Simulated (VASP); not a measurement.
# SnO (P4/nmm) in VASP: notebook

Runs on SnO. Level: PBEsol. Tasks: single point.

Everything below comes from runs of VASP 6.6.1. Logs are shortened: lines on timing, memory, paths and dates and some standing lists are left out, and cuts for length are marked.

## (1) The cell of the first run

The structure is tetragonal, space group P4/nmm (No. 129). The conventional cell has a = 3.538 Å, b = 3.538 Å, c = 4.180 Å, α = 90.00°, β = 90.00°, γ = 90.00°. Sn (site symmetry 4mm) has 4 O at 2.04 Å within 2.7 Å. Within 2.7 Å of O (site symmetry -4m2) lie 4 Sn at 2.04 Å and 4 O at 2.50 Å.

## (2) Single point, PBEsol

Input file INCAR:

```
SYSTEM = SnO
PREC = Accurate
ENCUT = 520
EDIFF = 1E-6
ISMEAR = 0
SIGMA = 0.15
LREAL = .FALSE.
LASPH = .TRUE.
NELM = 60
ALGO = Normal
ISIF = 2
LWAVE = .FALSE.
LCHARG = .FALSE.
GGA = PS
NBANDS = 28
```

Input file KPOINTS:

```
regular mesh
0
G
  10 10 8
  0 0 0
```

Input file POSCAR:

```
SnO
1.0
    3.5383000000      0.0000000000      0.0000000000
    0.0000000000      3.5383000000      0.0000000000
    0.0000000000      0.0000000000      4.1799000000
Sn O
2 2
Direct
    0.0000000000      0.5000000000      0.2425296443
    0.5000000000      0.0000000000      0.7574703557
    0.0000000000      0.0000000000      0.0000000000
    0.5000000000      0.5000000000      0.0000000000
```

Potentials or basis: VASP PAW PBE potentials, release 64 (Sn_d, O).

On the command line:

```console
> cat potpaw_PBE.64/Sn_d/POTCAR potpaw_PBE.64/O/POTCAR > POTCAR
> mpirun -np 1 vasp_std > vasp.out
```

OUTCAR:

```text
SYSTEM = SnO
   PREC = Accurate
   ENCUT = 520
   EDIFF = 1E-6
   ISMEAR = 0
   LREAL = .FALSE.
   LASPH = .TRUE.
   NELM = 60
   ISIF = 2
   GGA = PS

 ion  position               nearest neighbor table
   1  0.000  0.500  0.243-   3 2.04   4 2.04   3 2.04   4 2.04   2 3.22   2 3.22   2 3.22   2 3.22
                             2 3.30   2 3.30   2 3.30   2 3.30
   2  0.500  0.000  0.757-   3 2.04   4 2.04   4 2.04   3 2.04   1 3.22   1 3.22   1 3.22   1 3.22
                             1 3.30   1 3.30   1 3.30   1 3.30
   3  0.000  0.000  0.000-   1 2.04   2 2.04   1 2.04   2 2.04
   4  0.500  0.500  0.000-   1 2.04   2 2.04   2 2.04   1 2.04

  LATTYP: Found a simple tetragonal cell.
 ALAT       =     3.5383000000
 C/A-ratio  =     1.1813300172

  Lattice vectors:

 A1 = (   3.5383000000,   0.0000000000,   0.0000000000)
 A2 = (   0.0000000000,   3.5383000000,   0.0000000000)
 A3 = (   0.0000000000,   0.0000000000,   4.1799000000)

Analysis of symmetry for initial positions (statically):
=====================================================================
 Subroutine PRICEL returns:
 Original cell was already a primitive cell.

 Routine SETGRP: Setting up the symmetry group for a
 simple tetragonal supercell.

 Subroutine GETGRP returns: Found 16 space group operations
 (whereof  8 operations were pure point group operations)
 out of a pool of 16 trial point group operations.

The static configuration has the point symmetry D_2d.
 The point group associated with its full space group is D_4h.

Analysis of symmetry for dynamics (positions and initial velocities):
=====================================================================
 Subroutine PRICEL returns:
 Original cell was already a primitive cell.

 Routine SETGRP: Setting up the symmetry group for a
 simple tetragonal supercell.

 Subroutine GETGRP returns: Found 16 space group operations
 (whereof  8 operations were pure point group operations)
 out of a pool of 16 trial point group operations.

The dynamic configuration has the point symmetry D_2d.
 The point group associated with its full space group is D_4h.

 Subroutine INISYM returns: Found 16 space group operations
 (whereof  8 operations are pure point group operations),
 and found     1 'primitive' translations

----------------------------------------------------------------------------------------

                                     Primitive cell

  volume of cell :      52.3305

  direct lattice vectors                    reciprocal lattice vectors
     3.538300000  0.000000000  0.000000000     0.282621598  0.000000000  0.000000000
     0.000000000  3.538300000  0.000000000     0.000000000  0.282621598  0.000000000
     0.000000000  0.000000000  4.179900000     0.000000000  0.000000000  0.239240173

  length of vectors
     3.538300000  3.538300000  4.179900000     0.282621598  0.282621598  0.239240173

  position of ions in fractional coordinates (direct lattice)
     0.000000000  0.500000000  0.242529644
     0.500000000  0.000000000  0.757470356
     0.000000000  0.000000000  0.000000000
     0.500000000  0.500000000  0.000000000

  ion indices of the primitive-cell ions
   primitive index   ion index
                 1           1
                 2           2
                 3           3
                 4           4

----------------------------------------------------------------------------------------

 KPOINTS: regular mesh

Automatic generation of k-mesh.
 Grid dimensions read from file:
 generate k-points for:   10   10    8

 Generating k-lattice:

  Cartesian coordinates                     Fractional coordinates (reciprocal lattice)
     0.028262160  0.000000000  0.000000000     0.100000000  0.000000000  0.000000000
     0.000000000  0.028262160  0.000000000     0.000000000  0.100000000  0.000000000
     0.000000000  0.000000000  0.029905022     0.000000000  0.000000000  0.125000000

  Length of vectors
     0.028262160  0.028262160  0.029905022

  Shift w.r.t. Gamma in fractional coordinates (k-lattice)
     0.000000000  0.000000000  0.000000000

 Subroutine IBZKPT returns following result:
 ===========================================

 Found    105 irreducible k-points:

 Following reciprocal coordinates:
            Coordinates               Weight
  0.000000  0.000000  0.000000      1.000000
  0.100000  0.000000  0.000000      4.000000
  0.200000  0.000000  0.000000      4.000000
  0.300000  0.000000  0.000000      4.000000
  0.400000  0.000000  0.000000      4.000000
  0.500000  0.000000  0.000000      2.000000
[... 16 lines left out ...]
  0.100000  0.000000  0.125000      8.000000
  0.200000  0.000000  0.125000      8.000000
 [... further k-points ...]
   k-points           NKPTS =    105   k-points in BZ     NKDIM =    105   number of bands    NBANDS=     28
   number of dos      NEDOS =    301   number of ions     NIONS =      4
   total plane-waves  NPLWV =  25088
   dimension x,y,z NGX =    28 NGY =   28 NGZ =   32
   dimension x,y,z NGXF=    56 NGYF=   56 NGZF=   64
   ions per type =               2   2
   NGX,Y,Z   is equivalent  to a cutoff of  13.16, 13.16, 12.73 a.u.
   NGXF,Y,Z  is equivalent  to a cutoff of  26.31, 26.31, 25.45 a.u.
 SYSTEM =  SnO
   PREC   = accura    normal or accurate (medium, high low for compatibility)
   ISTART =      0    job   : 0-new  1-cont  2-samecut
   ICHARG =      2    charge: 1-file 2-atom 10-const
   ISPIN  =      1    spin polarized calculation?
   LNONCOLLINEAR =      F non collinear calculations
   LSORBIT =      F    spin-orbit coupling
   LASPH  =      T    aspherical Exc in radial PAW
   ENCUT  =  520.0 eV  38.22 Ry    6.18 a.u.   6.58  6.58  7.77*2*pi/ulx,y,z
   NELM   =     60;   NELMIN=  2; NELMDL= -5     # of ELM steps
   EDIFF  = 0.1E-05   stopping-criterion for ELM
   LREAL  =      F    real-space projection
   EDIFFG = 0.1E-04   stopping-criterion for IOM
   NSW    =      0    number of steps for IOM
   IBRION =     -1    ionic relax: 0-MD 1-quasi-New 2-CG
   NFREE  =      0    steps in history (QN), initial steepest desc. (CG)
   ISIF   =      2    stress and relaxation
   ISYM   =      2    0-nonsym 1-usesym 2-fastsym
   POTIM  = 0.5000    time-step for ionic-motion
   TEBEG  =    0.0;   TEEND  =   0.0 temperature during run
   PSTRESS=    0.0 pullay stress
   NELECT =      40.0000    total number of electrons
   NUPDOWN=      -1.0000    fix difference up-down
   EMIN   =  10.00;   EMAX   =-10.00  energy-range for DOS
   EFERMI =   0.00;   METHOD = LEGACY
   ISMEAR =     0;   SIGMA  =   0.15  broadening in eV -4-tet -1-fermi 0-gaus
   EFERMI_NEDOS =   21; number of points for ismear=-14 and -15
   IALGO  =     38    algorithm
   IMIX   =      4    mixing-type and parameters
     AMIX     =   0.40;   BMIX     =  1.00
     AMIX_MAG =   1.60;   BMIX_MAG =  1.00
  volume/ion in A,a.u.               =      13.08        88.29
  Fermi-wavevector in a.u.,A,eV,Ry     =   1.496844  2.828624 30.484408  2.240541
  Thomas-Fermi vector in A             =   2.608808
   LORBIT       =      0    0 simple, 1 ext, 2 COOP (PROOUT), +10 PAW based schemes
   GGA     = PS    functional components
   LHFCALC =     F    Hartree Fock is set to
   AEXX    =    0.0000 exact exchange contribution
   IVDW    =     0    specifies the selected vdW correction
   LEPSILON=     F    determine dielectric tensor
   LRPA    =     F    only Hartree local field effects (RPA)
 non-spin polarized calculation
 Gauss-broadening in eV      SIGMA  =   0.15
  energy-cutoff  :      520.00
  volume of cell :       52.33
 maximum number of plane-waves:      1432
 NGX is ok and might be reduce to    28
   NGX = 13   NGY = 13   NGZ = 15

 number of electron      40.0000031 magnetization

 Free energy of the ion-electron system (eV)
  ---------------------------------------------------
  ext. energy  EPLUGINS =         0.00000000
  ---------------------------------------------------
  free energy    TOTEN  =       -22.32571059 eV

  energy without entropy =      -22.31789536  energy(sigma->0) =      -22.32180297

 E-fermi :  11.6812     XC(G=0): -12.0701

 val. band max:       11.6653457804   @ k =   0.1000   0.0000   0.0000
 cond. band min:      11.6825570067   @ k =   0.1000   0.0000   0.1250
 fundamental gap:      0.0172112263
 Fermi energy:        11.6811678527

 k-point     1 :       0.0000    0.0000    0.0000
  band No.  band energies     occupation
      1     -12.2299      2.00000
      2     -12.1184      2.00000
      3     -10.9028      2.00000
      4     -10.9028      2.00000
      5     -10.7966      2.00000
      6     -10.7689      2.00000
[... 20 lines left out ...]
     27      18.2141      0.00000
     28      18.7247      0.00000

 k-point     2 :       0.1000    0.0000    0.0000
  band No.  band energies     occupation
      1     -12.2263      2.00000
      2     -12.1163      2.00000
      3     -10.8950      2.00000
      4     -10.8941      2.00000
      5     -10.7893      2.00000
      6     -10.7568      2.00000
[... 20 lines left out ...]
     27      18.5765      0.00000
     28      19.7005      0.00000

 k-point     3 :       0.2000    0.0000    0.0000
  band No.  band energies     occupation
      1     -12.2174      2.00000
      2     -12.1178      2.00000
      3     -10.8725      2.00000
      4     -10.8688      2.00000
      5     -10.7626      2.00000
      6     -10.7218      2.00000
[... 20 lines left out ...]
     27      18.8858      0.00000
     28      21.6365      0.00000

 k-point     4 :       0.3000    0.0000    0.0000
  band No.  band energies     occupation
      1     -12.2068      2.00000
      2     -12.1322      2.00000
      3     -10.8386      2.00000
      4     -10.8313      2.00000
      5     -10.7341      2.00000
      6     -10.7032      2.00000
[... 20 lines left out ...]
     27      19.4186      0.00000
     28      22.5736      0.00000

 k-point     5 :       0.4000    0.0000    0.0000
  band No.  band energies     occupation
      1     -12.1948      2.00000
      2     -12.1556      2.00000
      3     -10.7985      2.00000
      4     -10.7894      2.00000
      5     -10.7300      2.00000
      6     -10.7264      2.00000
[... 20 lines left out ...]
     27      20.0136      0.00000
     28      21.2476      0.00000

 k-point     6 :       0.5000    0.0000    0.0000
  band No.  band energies     occupation
      1     -12.1781      2.00000
      2     -12.1781      2.00000
      3     -10.7589      2.00000
      4     -10.7589      2.00000
      5     -10.7521      2.00000
      6     -10.7521      2.00000
[... 463 lines left out ...]
      5     -10.6674      2.00000
      6     -10.6674      2.00000
[... 20 lines left out ...]
     27      21.1191      0.00000
     28      21.1191      0.00000

 k-point    22 :       0.0000    0.0000    0.1250
  band No.  band energies     occupation
      1     -12.2218      2.00000
      2     -12.1119      2.00000
      3     -10.8938      2.00000
      4     -10.8938      2.00000
      5     -10.8062      2.00000
      6     -10.7543      2.00000
[... 20 lines left out ...]
     27      19.0457      0.00000
     28      19.0457      0.00000

 k-point    23 :       0.1000    0.0000    0.1250
  band No.  band energies     occupation
      1     -12.2191      2.00000
      2     -12.1121      2.00000
      3     -10.8881      2.00000
      4     -10.8846      2.00000
      5     -10.7976      2.00000
      6     -10.7436      2.00000
[... 20 lines left out ...]
     27      19.0942      0.00000
     28      19.7117      0.00000

 k-point    24 :       0.2000    0.0000    0.1250
  band No.  band energies     occupation
      1     -12.2130      2.00000
      2     -12.1192      2.00000
      3     -10.8718      2.00000
      4     -10.8580      2.00000
      5     -10.7686      2.00000
      6     -10.7112      2.00000
[... 20 lines left out ...]
     27      19.2496      0.00000
     28      21.5378      0.00000

 [... further k-points ...]

------------------------ aborting loop because EDIFF is reached ----------------------------------------

  FORCE on cell =-STRESS in cart. coord.  units (eV):
  Direction    XX          YY          ZZ          XY          YZ          ZX
  --------------------------------------------------------------------------------------
  -------------------------------------------------------------------------------------
  Total       16.0955012     16.0955012     13.5480441      0.0000000      0.0000000      0.0000000
  in kB      492.7877357    492.7877357    414.7935417      0.0000000      0.0000000      0.0000000
  external PRESSURE =     466.7896710 kB  Pullay stress =       0.0000000 kB

 VOLUME and BASIS-vectors are now :
 -----------------------------------------------------------------------------
  energy-cutoff  :      520.00
  volume of cell :       52.33
      direct lattice vectors                 reciprocal lattice vectors
     3.538300000  0.000000000  0.000000000     0.282621598  0.000000000  0.000000000
     0.000000000  3.538300000  0.000000000     0.000000000  0.282621598  0.000000000
     0.000000000  0.000000000  4.179900000     0.000000000  0.000000000  0.239240173

 POSITION                                       TOTAL-FORCE (eV/Angst)
 -----------------------------------------------------------------------------------
      0.00000      1.76915      1.01375        -0.000000      0.000000      5.413953
      1.76915      0.00000      3.16615         0.000000      0.000000     -5.413953
      0.00000      0.00000      0.00000        -0.000000      0.000000      0.000000
      1.76915      1.76915      0.00000         0.000000     -0.000000      0.000000
 -----------------------------------------------------------------------------------
    total drift:                                0.000000      0.000000      0.000000

  FREE ENERGIE OF THE ION-ELECTRON SYSTEM (eV)
  ---------------------------------------------------
  free  energy   TOTEN  =       -22.3257105855 eV

  energy  without entropy=      -22.3178953615  energy(sigma->0) =      -22.32180297
```

It took 99 s on 1 thread of AMD EPYC 7R13 (Zen 3), shared host; peak memory 0.22 GiB.

Results:

* Free energy: -22.3257 eV
* Pressure: 46.7 GPa
* Largest force: 5.414 eV/Å
* Band gap on the k mesh: zero (bands 20 and 21 overlap by 0.86 eV)

Forces on the atoms (eV/Å):
```
Sn   0.000  0.000  5.414
Sn   0.000  0.000 -5.414
O    0.000  0.000  0.000
O    0.000  0.000  0.000
```

Caveat: the stress differs along the axes, from 41 to 49 GPa; the PAW data sets were made with another functional, which shifts forces and pressure a little; spin-orbit coupling is left out, which moves the levels of the heavy elements.

## (3) Single point, PBEsol

This run uses another cell than the first one, of 13.97 Å³/atom.

Input file INCAR:

```
  PREC = Accurate
  ENCUT = 520
  EDIFF = 1E-6
  ISMEAR = 0
  SIGMA = 0.15
  LREAL = False
  LASPH = True
  NELM = 60
  ALGO = Normal
  ISIF = 2
  LWAVE = False
  LCHARG = True
  GGA = PS
  LELF = True
  LVHAR = True
  NBANDS = 28
```

Input file KPOINTS:

```
Automatic mesh
0
Gamma
  10 10 8
```

POSCAR, as its differences from that of step 2:

```diff
@@ -4,3 +4,3 @@
     0.0000000000      3.5383000000      0.0000000000
-    0.0000000000      0.0000000000      4.1799000000
+    0.0000000000      0.0000000000      4.4649000000
 Sn O
```

Potentials or basis: VASP PAW PBE potentials, release 64 (Sn_d, O).

On the command line:

```console
> cat potpaw_PBE.64/Sn_d/POTCAR potpaw_PBE.64/O/POTCAR > POTCAR
> mpirun -np 1 vasp_std > vasp.out
```

OUTCAR:

```text
PREC = Accurate
   ENCUT = 520
   EDIFF = 1E-6
   ISMEAR = 0
   LREAL = False
   LASPH = True
   NELM = 60
   ISIF = 2
   GGA = PS

 ion  position               nearest neighbor table
   1  0.000  0.500  0.243-   3 2.07   4 2.07   3 2.07   4 2.07   2 3.31   2 3.31   2 3.31   2 3.31
                             2 3.40   2 3.40   2 3.40   2 3.40
   2  0.500  0.000  0.757-   3 2.07   4 2.07   4 2.07   3 2.07   1 3.31   1 3.31   1 3.31   1 3.31
                             1 3.40   1 3.40   1 3.40   1 3.40
   3  0.000  0.000  0.000-   1 2.07   2 2.07   1 2.07   2 2.07
[... 951 lines left out ...]
  -------------------------------------------------------------------------------------
  Total       12.3269926     12.3269926      9.4599042      0.0000000      0.0000000      0.0000000
  in kB      353.3187434    353.3187434    271.1416767      0.0000000      0.0000000      0.0000000
  external PRESSURE =     325.9263879 kB  Pullay stress =       0.0000000 kB

 VOLUME and BASIS-vectors are now :
 -----------------------------------------------------------------------------
  energy-cutoff  :      520.00
  volume of cell :       55.90
      direct lattice vectors                 reciprocal lattice vectors
     3.538300000  0.000000000  0.000000000     0.282621598  0.000000000  0.000000000
     0.000000000  3.538300000  0.000000000     0.000000000  0.282621598  0.000000000
     0.000000000  0.000000000  4.464900000     0.000000000  0.000000000  0.223969182

 POSITION                                       TOTAL-FORCE (eV/Angst)
 -----------------------------------------------------------------------------------
      0.00000      1.76915      1.08287        -0.000000      0.000000      3.984480
      1.76915      0.00000      3.38203         0.000000     -0.000000     -3.984480
      0.00000      0.00000      0.00000         0.000000      0.000000      0.000000
      1.76915      1.76915      0.00000         0.000000     -0.000000      0.000000
 -----------------------------------------------------------------------------------
    total drift:                                0.000000      0.000000      0.000000

  FREE ENERGIE OF THE ION-ELECTRON SYSTEM (eV)
  ---------------------------------------------------
  free  energy   TOTEN  =       -23.0918818115 eV

  energy  without entropy=      -23.0872124437  energy(sigma->0) =      -23.08954713
```

OSZICAR:

```text
N       E                     dE             d eps       ncg     rms          rms(c)
DAV:   1     0.418407799469E+03    0.41841E+03   -0.19943E+04  6156   0.238E+03
DAV:   2     0.337263016879E+02   -0.38468E+03   -0.36932E+03  6012   0.556E+02
DAV:   3    -0.237255743890E+02   -0.57452E+02   -0.56374E+02  6664   0.182E+02
DAV:   4    -0.261566798433E+02   -0.24311E+01   -0.24198E+01  6928   0.390E+01
DAV:   5    -0.262104018548E+02   -0.53722E-01   -0.53712E-01  6556   0.616E+00    0.116E+01
DAV:   6    -0.230790019759E+02    0.31314E+01   -0.10784E+01  9536   0.411E+01    0.480E+00
DAV:   7    -0.231256457301E+02   -0.46644E-01   -0.13907E+00  6096   0.715E+00    0.256E+00
DAV:   8    -0.231010601616E+02    0.24586E-01   -0.19516E-01  8688   0.427E+00    0.763E-01
DAV:   9    -0.230914817016E+02    0.95785E-02   -0.44457E-02  9112   0.296E+00    0.183E-01
DAV:  10    -0.230918472377E+02   -0.36554E-03   -0.36200E-03  7660   0.495E-01    0.633E-02
DAV:  11    -0.230918807868E+02   -0.33549E-04   -0.25121E-04  8344   0.183E-01    0.255E-02
DAV:  12    -0.230918882053E+02   -0.74185E-05   -0.48590E-05  7952   0.448E-02    0.201E-02
DAV:  13    -0.230918816027E+02    0.66026E-05   -0.30361E-05  7324   0.791E-02    0.269E-03
DAV:  14    -0.230918818115E+02   -0.20880E-06   -0.35177E-06  5964   0.156E-02
   1 F= -.23091882E+02 E0= -.23089547E+02  d E =-.466937E-02
```

Run time: 2.2 min. Hardware: 1 thread of AMD EPYC 7R13 (Zen 3), shared host; peak memory 0.24 GiB.

Results:

| Quantity | Value |
| --- | --- |
| Free energy | -23.0919 eV |
| Pressure | 32.6 GPa |
| Largest force | 3.984 eV/Å |
| Band gap on the k mesh | zero (bands 20 and 21 overlap by 1.02 eV) |

Forces in eV/Å, atoms in the order of the input:
```
Sn   0.000  0.000  3.984
Sn   0.000  0.000 -3.984
O    0.000  0.000  0.000
O    0.000  0.000  0.000
```

Caveat: the stress differs along the axes, from 27 to 35 GPa; the PAW data sets were made with another functional, which shifts forces and pressure a little; spin-orbit coupling is left out, which moves the levels of the heavy elements.

[end of part 1 of 2]

The gap in the log of VASP goes by the Fermi energy; the results here count the filled bands.